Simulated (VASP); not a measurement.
# Ga7Si (P1) in VASP: notebook

Ga7Si is run at these levels: PBE; tasks: single point.

Everything below comes from runs of VASP 6.6.1. Logs are shortened: lines on timing, memory, paths and dates and some standing lists are left out, and cuts for length are marked.

## 1. The cell of the first run

The typed cell holds 16 atoms: a = 5.897 Å, b = 5.869 Å, c = 9.912 Å, α = 91.00°, β = 89.32°, γ = 120.64°.

## 2. Single point, PBE

File INCAR:

```
SYSTEM = Ga7Si
ALGO     = Fast           ! electronic algorithm
EDIFF    = 1E-6           ! SCF threshold, eV
ENCUT    = 520            ! plane-wave cutoff, eV
GGA      = PE             ! functional
ISIF     = 2              ! what is computed and relaxed
ISMEAR   = 0              ! smearing method
ISYM     = 0            
LASPH    = .TRUE.         ! aspherical terms in the spheres
LCHARG   = .FALSE.        ! write CHGCAR
LREAL    = Auto         
LWAVE    = .FALSE.        ! write WAVECAR
NBANDS   = 109            ! bands
NELM     = 80             ! most SCF steps
PREC     = Accurate       ! precision mode
SIGMA    = 0.1            ! smearing width, eV
```

File KPOINTS:

```
Automatic mesh
0
Gamma
  3 3 2
  0 0 0.5
```

File POSCAR:

```
Ga7Si
1.0
    2.9267763094     -5.1188749120      0.0358547535
    2.8993557361      5.1030436366     -0.0527473615
   -0.0270281727     -0.0818471284      9.9118576920
Si Ga
2 14
Direct
    0.7656632468     -0.0049094808      0.5936602884
    0.4037613394      0.8272699386      0.1307862992
    0.3778620604      0.3039112901      0.1238551055
    0.3866575870      0.1009421726      0.6405223813
    0.8898135885      0.3187976556      0.1247031566
    0.2776114429      0.5105870453      0.6190131426
    0.8695698402      0.8139228251      0.1264452707
    0.8750435592      0.6134524494      0.6282179378
    0.5825400488      0.1594338892      0.3684940803
    0.6952380321      0.4656802336      0.8818195475
    0.0899458280      0.1530922912      0.3789763765
    0.2231478714      0.4855683872      0.8893894078
    0.5720283669      0.6417410863      0.3732771251
    0.7295954539      0.9944456703      0.8661874331
    0.0753876347      0.6521903564      0.3599468607
    0.1900302699      0.9527780822      0.8892059610
```

Potentials or basis: VASP PAW PBE potentials, release 64 (Si, Ga_d).

Started as:

```
$ cat potpaw_PBE.64/Si/POTCAR potpaw_PBE.64/Ga_d/POTCAR > POTCAR
$ mpirun -np 1 vasp_std > vasp.out
```

OUTCAR:

```text
SYSTEM = Ga7Si
   EDIFF = 1E-6
   ENCUT = 520
   GGA = PE
   ISIF = 2
   ISMEAR = 0
   ISYM = 0
   LASPH = .TRUE.
   LREAL = Auto
   NELM = 80
   PREC = Accurate

 ion  position               nearest neighbor table
   1  0.766  0.995  0.594-   4 2.64   8 2.66  11 2.69  14 2.71  13 2.80   6 2.85   9 2.88   6 3.00

   2  0.404  0.827  0.131-   7 2.79  15 2.81   5 2.85   9 2.88   3 2.88  12 2.93   5 2.98  16 2.99
                             3 3.00  13 3.03
   3  0.378  0.304  0.124-   2 2.88  10 2.88  16 2.91   7 2.91  12 2.92  11 2.92   7 2.92   2 3.00

   4  0.387  0.101  0.641-   1 2.64  16 2.68   6 2.80   9 2.88   8 2.92
   5  0.890  0.319  0.125-   2 2.85  15 2.86   9 2.87  12 2.88   7 2.90   2 2.98
   6  0.278  0.511  0.619-  12 2.69   8 2.73   4 2.80   1 2.85  13 2.85   1 3.00
   7  0.870  0.814  0.126-   2 2.79  16 2.86  13 2.87   5 2.90   3 2.91   3 2.92
   8  0.875  0.613  0.628-   1 2.66  10 2.70   6 2.73  15 2.86   4 2.92
   9  0.583  0.159  0.368-  13 2.86   5 2.87  15 2.87   2 2.88   1 2.88   4 2.88  11 2.89
  10  0.695  0.466  0.882-   8 2.70  12 2.85  16 2.86  14 2.88   3 2.88
  11  0.090  0.153  0.379-   1 2.69  13 2.83   9 2.89  15 2.90   3 2.92
  12  0.223  0.486  0.889-   6 2.69  10 2.85  16 2.85   5 2.88  14 2.88   3 2.92   2 2.93
  13  0.572  0.642  0.373-   1 2.80  11 2.83   6 2.85   9 2.86   7 2.87   2 3.03
  14  0.730  0.994  0.866-   1 2.71  16 2.86  10 2.88  12 2.88
  15  0.075  0.652  0.360-   2 2.81   5 2.86   8 2.86   9 2.87  11 2.90
  16  0.190  0.953  0.889-   4 2.68  12 2.85   7 2.86  14 2.86  10 2.86   3 2.91   2 2.99

IMPORTANT INFORMATION: All symmetrisations will be switched off!
NOSYMM: (Re-)initialisation of all symmetry stuff for point group C_1.

----------------------------------------------------------------------------------------

                                     Primitive cell

  volume of cell :     295.1210

  direct lattice vectors                    reciprocal lattice vectors
     2.926776309 -5.118874912  0.035854754     0.171374898 -0.097372194 -0.000336736
     2.899355736  5.103043637 -0.052747361     0.171911288  0.098301249  0.001280499
    -0.027028173 -0.081847128  9.911857692     0.000294926  0.000875354  0.100897294

  length of vectors
     5.896624924  5.869420783  9.912232462     0.197106097  0.198036023  0.100901522

  position of ions in fractional coordinates (direct lattice)
     0.765663247  0.995090519  0.593660288
     0.403761339  0.827269939  0.130786299
     0.377862060  0.303911290  0.123855105
     0.386657587  0.100942173  0.640522381
     0.889813588  0.318797656  0.124703157
     0.277611443  0.510587045  0.619013143
[... 8 lines left out ...]
     0.075387635  0.652190356  0.359946861
     0.190030270  0.952778082  0.889205961

  ion indices of the primitive-cell ions
   primitive index   ion index
                 1           1
                 2           2
                 3           3
                 4           4
                 5           5
                 6           6
[... 8 lines left out ...]
                15          15
                16          16

----------------------------------------------------------------------------------------

 KPOINTS: Automatic mesh

Automatic generation of k-mesh.
 Grid dimensions read from file:
 generate k-points for:    3    3    2

 Generating k-lattice:

  Cartesian coordinates                     Fractional coordinates (reciprocal lattice)
     0.057124966 -0.032457398 -0.000112245     0.333333333  0.000000000 -0.000000000
     0.057303763  0.032767083  0.000426833     0.000000000  0.333333333  0.000000000
     0.000147463  0.000437677  0.050448647     0.000000000 -0.000000000  0.500000000

  Length of vectors
     0.065702032  0.066012008  0.050450761

  Shift w.r.t. Gamma in fractional coordinates (k-lattice)
     0.000000000  0.000000000  0.500000000

 Subroutine IBZKPT returns following result:
 ===========================================

 Found      9 irreducible k-points:

 Following reciprocal coordinates:
            Coordinates               Weight
 -0.000000  0.000000  0.250000      2.000000
  0.333333 -0.000000  0.250000      2.000000
 -0.333333  0.000000  0.250000      2.000000
 -0.000000  0.333333  0.250000      2.000000
  0.333333  0.333333  0.250000      2.000000
 -0.333333  0.333333  0.250000      2.000000
  0.000000 -0.333333  0.250000      2.000000
  0.333333 -0.333333  0.250000      2.000000
 -0.333333 -0.333333  0.250000      2.000000
   k-points           NKPTS =      9   k-points in BZ     NKDIM =      9   number of bands    NBANDS=    109
   number of dos      NEDOS =    301   number of ions     NIONS =     16
   total plane-waves  NPLWV = 184320
   dimension x,y,z NGX =    48 NGY =   48 NGZ =   80
   dimension x,y,z NGXF=    96 NGYF=   96 NGZF=  160
   ions per type =               2  14
   NGX,Y,Z   is equivalent  to a cutoff of  13.53, 13.60, 13.42 a.u.
   NGXF,Y,Z  is equivalent  to a cutoff of  27.07, 27.19, 26.83 a.u.
 SYSTEM =  Ga7Si
   PREC   = accura    normal or accurate (medium, high low for compatibility)
   ISTART =      0    job   : 0-new  1-cont  2-samecut
   ICHARG =      2    charge: 1-file 2-atom 10-const
   ISPIN  =      1    spin polarized calculation?
   LNONCOLLINEAR =      F non collinear calculations
   LSORBIT =      F    spin-orbit coupling
   LASPH  =      T    aspherical Exc in radial PAW
   ENCUT  =  520.0 eV  38.22 Ry    6.18 a.u.  10.96 10.91 18.43*2*pi/ulx,y,z
   NELM   =     80;   NELMIN=  2; NELMDL= -5     # of ELM steps
   EDIFF  = 0.1E-05   stopping-criterion for ELM
   LREAL  =      T    real-space projection
   EDIFFG = 0.1E-04   stopping-criterion for IOM
   NSW    =      0    number of steps for IOM
   IBRION =     -1    ionic relax: 0-MD 1-quasi-New 2-CG
   NFREE  =      0    steps in history (QN), initial steepest desc. (CG)
   ISIF   =      2    stress and relaxation
   ISYM   =      0    0-nonsym 1-usesym 2-fastsym
   POTIM  = 0.5000    time-step for ionic-motion
   TEBEG  =    0.0;   TEEND  =   0.0 temperature during run
   PSTRESS=    0.0 pullay stress
   NELECT =     190.0000    total number of electrons
   NUPDOWN=      -1.0000    fix difference up-down
   EMIN   =  10.00;   EMAX   =-10.00  energy-range for DOS
   EFERMI =   0.00;   METHOD = LEGACY
   ISMEAR =     0;   SIGMA  =   0.10  broadening in eV -4-tet -1-fermi 0-gaus
   EFERMI_NEDOS =   21; number of points for ismear=-14 and -15
   IALGO  =     68    algorithm
   IMIX   =      4    mixing-type and parameters
     AMIX     =   0.40;   BMIX     =  1.00
     AMIX_MAG =   1.60;   BMIX_MAG =  1.00
  volume/ion in A,a.u.               =      18.45       124.47
  Fermi-wavevector in a.u.,A,eV,Ry     =   1.413598  2.671313 27.187980  1.998260
  Thomas-Fermi vector in A             =   2.535227
   LORBIT       =      0    0 simple, 1 ext, 2 COOP (PROOUT), +10 PAW based schemes
   GGA     = PE    functional components
   LHFCALC =     F    Hartree Fock is set to
   AEXX    =    0.0000 exact exchange contribution
   IVDW    =     0    specifies the selected vdW correction
   LEPSILON=     F    determine dielectric tensor
   LRPA    =     F    only Hartree local field effects (RPA)
 non-spin polarized calculation
 RMM-DIIS sequential band-by-band and
 Gauss-broadening in eV      SIGMA  =   0.10
  energy-cutoff  :      520.00
  volume of cell :      295.12
 maximum number of plane-waves:      7964
 NGX is ok and might be reduce to    48
   NGX = 21   NGY = 21   NGZ = 37

 number of electron     190.0000016 magnetization

 Free energy of the ion-electron system (eV)
  ---------------------------------------------------
  ext. energy  EPLUGINS =         0.00000000
  ---------------------------------------------------
  free energy    TOTEN  =       -50.88057777 eV

  energy without entropy =      -50.86509204  energy(sigma->0) =      -50.87283491

 E-fermi :   5.7767     XC(G=0): -10.9977

 val. band max:        5.7559605908   @ k =   0.0000  -0.3333   0.2500
 cond. band min:       5.8204264533   @ k =   0.3333  -0.0000   0.2500
 fundamental gap:      0.0644658625
 Fermi energy:         5.7766936328

 k-point     1 :      -0.0000    0.0000    0.2500
  band No.  band energies     occupation
      1      -9.1771      2.00000
      2      -9.1687      2.00000
      3      -9.1567      2.00000
      4      -9.1417      2.00000
      5      -9.1347      2.00000
      6      -9.1248      2.00000
[... 99 lines left out ...]
    106       9.0494      0.00000
    107      10.7777      0.00000

 k-point     2 :       0.3333   -0.0000    0.2500
  band No.  band energies     occupation
      1      -9.1622      2.00000
      2      -9.1222      2.00000
      3      -9.1120      2.00000
      4      -9.1072      2.00000
      5      -9.1015      2.00000
      6      -9.0963      2.00000
[... 762 lines left out ...]
 k-point     9 :      -0.3333   -0.3333    0.2500
  band No.  band energies     occupation
      1      -9.1347      2.00000
      2      -9.1087      2.00000
      3      -9.0994      2.00000
      4      -9.0898      2.00000
      5      -9.0837      2.00000
      6      -9.0765      2.00000
[... 99 lines left out ...]
    106       8.7249      0.00000
    107       8.9333      0.00000
 [bands above 107 left out]

------------------------ aborting loop because EDIFF is reached ----------------------------------------

  FORCE on cell =-STRESS in cart. coord.  units (eV):
  Direction    XX          YY          ZZ          XY          YZ          ZX
  --------------------------------------------------------------------------------------
  -------------------------------------------------------------------------------------
  Total        0.1763529      0.2197296      0.3097883     -0.0550385      0.0298773      0.0651946
  in kB        0.9573996      1.1928863      1.6818045     -0.2987973      0.1622003      0.3539340
  external PRESSURE =       1.2773635 kB  Pullay stress =       0.0000000 kB

 VOLUME and BASIS-vectors are now :
 -----------------------------------------------------------------------------
  energy-cutoff  :      520.00
  volume of cell :      295.12
      direct lattice vectors                 reciprocal lattice vectors
     2.926776309 -5.118874912  0.035854754     0.171374898 -0.097372194 -0.000336736
     2.899355736  5.103043637 -0.052747361     0.171911288  0.098301249  0.001280499
    -0.027028173 -0.081847128  9.911857692     0.000294926  0.000875354  0.100897294

 POSITION                                       TOTAL-FORCE (eV/Angst)
 -----------------------------------------------------------------------------------
      5.11000      1.11007      5.85924         0.001313      0.002623      0.015734
      3.57673      2.14409      1.26718         0.004148      0.007646      0.003682
      1.98372     -0.39349      1.22515        -0.004029      0.012706     -0.000904
      1.40702     -1.51656      6.35731         0.004296     -0.008271     -0.002994
      3.52522     -2.93821      1.25113         0.013037     -0.000811      0.001917
      2.27615      1.13383      6.11859         0.003708      0.008867      0.002475
[... 8 lines left out ...]
      2.10185      2.91280      3.53604         0.005939     -0.001369     -0.004063
      3.29459      3.81655      8.77024         0.011145     -0.010536      0.002859
 -----------------------------------------------------------------------------------
    total drift:                               -0.001567     -0.000530      0.002200

  FREE ENERGIE OF THE ION-ELECTRON SYSTEM (eV)
  ---------------------------------------------------
  free  energy   TOTEN  =       -50.8805777691 eV

  energy  without entropy=      -50.8650920425  energy(sigma->0) =      -50.87283491
```

It took 17 min on 1 thread of Intel Xeon 8259CL, shared host; peak memory 0.53 GiB.

What came out:

* Free energy: -50.8806 eV
* Pressure: 0.1 GPa
* Largest force: 0.021 eV/Å
* Band gap on the k mesh: zero (bands 95 and 96 overlap by 1.70 eV)

Forces in eV/Å, atoms in the order of the input:
```
Si   0.001  0.003  0.016
Si   0.004  0.008  0.004
Ga  -0.004  0.013 -0.001
Ga   0.004 -0.008 -0.003
Ga   0.013 -0.001  0.002
Ga   0.004  0.009  0.002
Ga   0.008 -0.007 -0.003
Ga  -0.006 -0.008  0.001
Ga   0.007  0.005 -0.004
Ga  -0.020 -0.004 -0.003
Ga  -0.008 -0.003 -0.006
Ga  -0.004 -0.006  0.004
Ga   0.001  0.001 -0.005
Ga  -0.016  0.010 -0.003
Ga   0.006 -0.001 -0.004
Ga   0.011 -0.011  0.003
```

Caveat: the k points lie up to 0.41 Å⁻¹ apart, too coarse for converged energies and pressures of a metal.

## 3. Single point, PBE

This run uses another cell than the first one, of 18.52 Å³/atom.

File INCAR:

```
SYSTEM = Ga7Si
ALGO = Fast
EDIFF = 1E-6
ENCUT = 520
GGA = PE
ISIF = 2
ISMEAR = 0
ISYM = 0
LASPH = .TRUE.
LCHARG = .FALSE.
LREAL = Auto
LWAVE = .FALSE.
NBANDS = 109
NELM = 100
PREC = Accurate
SIGMA = 0.1
```

KPOINTS is that of step 2.

File POSCAR:

```
Ga7Si
1.0
    2.9072427394     -5.0206782422      0.0056168504
    2.9843538928      5.0651983877     -0.0114941615
   -0.0094036979     -0.0158064758      9.9719802945
Si Ga
2 14
Direct
    0.2295214067      0.4836116316      0.6429387393
    0.7981959327      0.4924191923      0.6434395138
    0.3859454717      0.3020473756      0.1186450603
    0.1870456287      0.0084247263      0.6176081889
    0.8857952871      0.3058299151      0.1213625404
    0.6632714425     -0.0335885368      0.6177635007
    0.3975887747      0.7956250232      0.1245077252
    0.8939412481      0.7973039314      0.1288739186
    0.7909261747      0.5065700499      0.3809748408
    0.5687090598      0.2021373679      0.8704134018
    0.3026152277      0.5046015519      0.3795265326
    0.0613061126      0.1967925147      0.8770335914
    0.8240950480      1.0135863249      0.3658798973
    0.5801600941      0.7018920292      0.8677147057
    0.3191285332      1.0011626054      0.3627891462
    0.0883563407      0.7249026069      0.8777857307
```

Potentials or basis: VASP PAW PBE potentials, release 64 (Si, Ga_d).

Started as:

```
$ cat potpaw_PBE.64/Si/POTCAR potpaw_PBE.64/Ga_d/POTCAR > POTCAR
$ mpirun -np 1 vasp_std > vasp.out
```

It took 17 min on 1 thread of Intel Xeon 8259CL, shared host; peak memory 0.53 GiB.

Results (log left out):

```
Free energy            : -50.9509 eV
Pressure               : 0.1 GPa
Largest force          : 0.025 eV/Å
Band gap on the k mesh : zero (bands 95 and 96 overlap by 1.68 eV)
```

Forces on the atoms (eV/Å):
```
Si  -0.020  0.014  0.000
Si   0.000 -0.011  0.022
Ga  -0.006 -0.007 -0.006
Ga  -0.009 -0.008  0.005
Ga   0.007 -0.006 -0.003
Ga   0.005  0.011  0.009
Ga   0.002 -0.004 -0.008
Ga   0.001 -0.002  0.000
Ga   0.001  0.015 -0.011
Ga   0.009  0.000 -0.005
Ga   0.000  0.017  0.005
Ga   0.007  0.005  0.000
Ga  -0.007 -0.001 -0.007
Ga   0.005 -0.016 -0.001
Ga  -0.014  0.003  0.002
Ga   0.018 -0.012 -0.003
```

Levels at points of the mesh, in eV from the Fermi level:
```csv
k point,band 92,band 93,band 94,band 95,band 96,band 97,band 98,band 99
"(0.00, 0.00, 0.25)",-2.46,-2.37,-1.13,-0.91,-0.69,-0.52,-0.41,-0.33
```

Caveat: the k points lie up to 0.41 Å⁻¹ apart, too coarse for converged energies and pressures of a metal.

## 4. Single point, PBE

This run uses another cell than the first one, of 18.83 Å³/atom.

File INCAR:

```
SYSTEM = Ga7Si
  PREC = Accurate
  ENCUT = 520
  EDIFF = 1E-7
  ISMEAR = 0
  SIGMA = 0.1
  LREAL = Auto
  LASPH = .True.
  NELM = 60
  ALGO = Fast
  ISIF = 2
  LWAVE = .False.
  LCHARG = .True.
  GGA = PE
  LELF = .True.
  LVHAR = .True.
  NBANDS = 109
  ISYM = 0
```

File KPOINTS:

```
regular mesh
0
Gamma
  4 4 2
  0 0 0
```

File POSCAR:

```
Ga7Si
1.0
    2.7834571288     -4.8587767366      0.3633789591
    3.1216806172      5.0555455124     -0.2207044418
    0.2462212141     -0.5776694070     10.3467429111
Si Ga
2 14
Direct
    0.2452005200      0.4968125614      0.6537321731
    0.8270090747      0.5107912577      0.6497142478
    0.3644816835      0.2692608537      0.1295365618
    0.0599171012      0.0026254366      0.6004384620
    0.8713749133      0.2716740068      0.1171620788
    0.5495562386      1.0073054899      0.6135266599
    0.4083902426      0.7530182078      0.0994479188
    0.8903224956      0.7526009674      0.1497986322
    0.8320397752      0.4888582010      0.3966008683
    0.6022592441      0.2423772184      0.8769179780
    0.3456228467      0.5010518318      0.3998410878
    0.0939047579      0.2240711465      0.8705100544
    0.8528244090      0.0213707490      0.3705523975
    0.6034119998      0.7398560547      0.8297925334
    0.3383196304     -0.0281675849      0.3515151265
    0.0919668505      0.7498119117      0.8881702533
```

Started as:

```
$ cat potpaw_PBE.64/Si/POTCAR potpaw_PBE.64/Ga_d/POTCAR > POTCAR
$ mpirun -np 1 vasp_std > vasp.out
```

Wall time 39 min (1 thread of Intel Xeon 8259CL, shared host); peak memory 0.64 GiB.

Results (log left out):

- Free energy: -50.3504 eV
- Pressure: 0.1 GPa
- Largest force: 0.046 eV/Å
- Band gap on the k mesh: zero (bands 95 and 96 overlap by 2.24 eV)

Forces in eV/Å, atoms in the order of the input:
```
Si   0.015  0.043  0.008
Si  -0.012 -0.041 -0.012
Ga  -0.004 -0.014  0.014
Ga   0.003 -0.007  0.024
Ga  -0.003  0.006  0.019
Ga  -0.006  0.005  0.003
Ga   0.005  0.000 -0.006
Ga  -0.002 -0.005  0.012
Ga   0.008  0.016 -0.007
Ga   0.005 -0.023 -0.020
Ga  -0.003 -0.006  0.008
Ga  -0.012  0.004 -0.004
Ga  -0.001  0.005 -0.011
Ga   0.004  0.011 -0.016
Ga   0.001  0.006 -0.017
Ga   0.004 -0.001  0.006
```

Levels at points of the mesh, in eV from the Fermi level:
| k point | band 90 | band 91 | band 92 | band 93 | band 94 | band 95 | band 96 | band 97 | band 98 | band 99 |
| --- | --- | --- | --- | --- | --- | --- | --- | --- | --- | --- |
| (0.00, 0.00, 0.00) | -2.91 | -2.61 | -2.38 | -2.22 | -0.98 | -0.71 | -0.61 | -0.50 | -0.32 | 0.03 |
| (0.50, 0.00, 0.00) | -1.17 | -0.71 | -0.44 | -0.24 | 0.09 | 0.24 | 0.58 | 1.12 | 1.16 | 1.37 |
| (0.00, 0.50, 0.00) | -1.53 | -0.76 | -0.56 | -0.32 | 0.08 | 0.35 | 0.69 | 0.76 | 1.20 | 1.27 |
| (0.50, 0.50, 0.00) | -1.22 | -0.74 | -0.58 | -0.44 | 0.14 | 0.19 | 0.49 | 0.75 | 1.11 | 1.39 |
| (0.00, 0.00, 0.50) | -2.39 | -2.31 | -2.18 | -2.10 | -1.97 | -1.74 | -1.49 | -1.02 | -0.61 | -0.55 |
| (0.50, 0.00, 0.50) | -0.80 | -0.68 | -0.30 | -0.18 | 0.19 | 0.40 | 0.55 | 0.57 | 0.73 | 1.54 |
| (0.00, 0.50, 0.50) | -0.87 | -0.69 | -0.57 | -0.43 | -0.36 | -0.08 | 0.06 | 0.39 | 0.72 | 0.92 |
| (0.50, 0.50, 0.50) | -0.97 | -0.67 | -0.35 | -0.23 | 0.39 | 0.47 | 0.57 | 0.84 | 1.11 | 1.14 |

## 5. Summary

| cell | k mesh | gap on the mesh (eV) | pressure (GPa) | largest force (eV/Å) |
| --- | --- | --- | --- | --- |
| a = 5.897, b = 5.869, c = 9.912 Å, angles 91.0, 89.3, 120.6°, 16 atoms, atomic positions A | 3 × 3 × 2, shifted | none | 0.1 | 0.02 |
| a = 5.802, b = 5.879, c = 9.972 Å, angles 90.2, 89.9, 119.4°, 16 atoms, atomic positions B | 3 × 3 × 2, shifted | none | 0.1 | 0.02 |
| a = 5.611, b = 5.946, c = 10.366 Å, angles 94.1, 82.8, 118.6°, 16 atoms, atomic positions C | 4 × 4 × 2 | none | 0.1 | 0.05 |

Alike in all rows: task single point; level PBE; potentials or basis VASP PAW PBE potentials, release 64 (Si, Ga_d); no spin polarisation; cutoff (eV) 520; smearing gaussian 0.1 eV.

Caveats: some runs use coarse meshes.

Absolute energies hang on the potentials; compare differences alone.

The gap in the log of VASP goes by the Fermi energy; the results here count the filled bands.